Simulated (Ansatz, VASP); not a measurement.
SnSe in VASP and in Ansatz

INCAR

```
PREC = Accurate ; ENCUT = 520
EDIFF = 1E-6 ; ISMEAR = 0
SIGMA = 0.02 ; LREAL = F
LASPH = T ; NELM = 100
ALGO = Normal ; ISIF = 2
LWAVE = F ; LCHARG = F
GGA = PE ; NBANDS = 50
```

The input KPOINTS:

```
Automatic mesh
0
Gamma
  4 8 8
```

POSCAR

```
SnSe
1.0
   11.4200000000      0.0000000000      0.0000000000
    0.0000000000      4.1900000000      0.0000000000
    0.0000000000      0.0000000000      4.4600000000
Sn Se
4 4
Direct
    0.8770000000      0.7500000000      0.9090000000
    0.6230000000      0.2500000000      0.4090000000
    0.3770000000      0.7500000000      0.5910000000
    0.1230000000      0.2500000000      0.0910000000
    0.6430000000      0.7500000000      0.9840000000
    0.8570000000      0.2500000000      0.4840000000
    0.1430000000      0.7500000000      0.5160000000
    0.3570000000      0.2500000000      0.0160000000
```

Input for Ansatz:

```yaml
crystal:
  lattice:
    - [11.42, 0.0, 0.0]
    - [0.0, 4.19, 0.0]
    - [0.0, 0.0, 4.46]
  atoms:
    - { symbol: Sn, position: [0.877, 0.75, 0.909] }
    - { symbol: Sn, position: [0.623, 0.25, 0.409] }
    - { symbol: Sn, position: [0.377, 0.75, 0.591] }
    - { symbol: Sn, position: [0.123, 0.25, 0.091] }
    - { symbol: Se, position: [0.643, 0.75, 0.984] }
    - { symbol: Se, position: [0.857, 0.25, 0.484] }
    - { symbol: Se, position: [0.143, 0.75, 0.516] }
    - { symbol: Se, position: [0.357, 0.25, 0.016] }
hamiltonian:
  xc: pbe
kpoints:
  mp_grid: { grid: [4, 8, 8] }
scf:
  occupations: { method: gaussian, width: 0.02 }
  convergence: { dr2_threshold: 1.0e-09 }
basis:
  ecutwfc: 600
output:
  eigenvalues: true
  forces: true
  stress: true
```

Alike in both runs: task single point; functional PBE; k mesh 4 × 8 × 8; occupations gaussian, width 0.02 eV; no spin polarisation.

|  | VASP | Ansatz |
| --- | --- | --- |
| version | VASP 6.6.1 | Ansatz 0.2.0 |
| potentials or method | VASP PAW PBE potentials, release 64 (Sn_d, Se), cutoff 520 eV | scalar-relativistic, plane waves, PAW |
| valence electrons in the cell | 80 | 120 |

|  | VASP | Ansatz | Ansatz less VASP |
| --- | --- | --- | --- |
| gap on the k mesh at the Fermi level (eV) | 0.74 | 0.74 | +0.004 |
| pressure (GPa) | 2.4 | 2.4 | -0.04 |
| traceless stress, the component that is largest in VASP (GPa) | 1.81 | 1.78 | -0.024 |
| rms of the force components (eV/Å) | 0.175 | 0.167 | -0.0080 |

Atom by atom the forces differ by 0.010 eV/Å (rms over components). The functional is the same, so the differences come from potentials, cutoffs and numerics. VASP's potentials hold 80 valence electrons a cell and Ansatz's 120, so a difference there can come from the potentials and not from the codes. Ansatz's warnings: stress scf threshold loose.
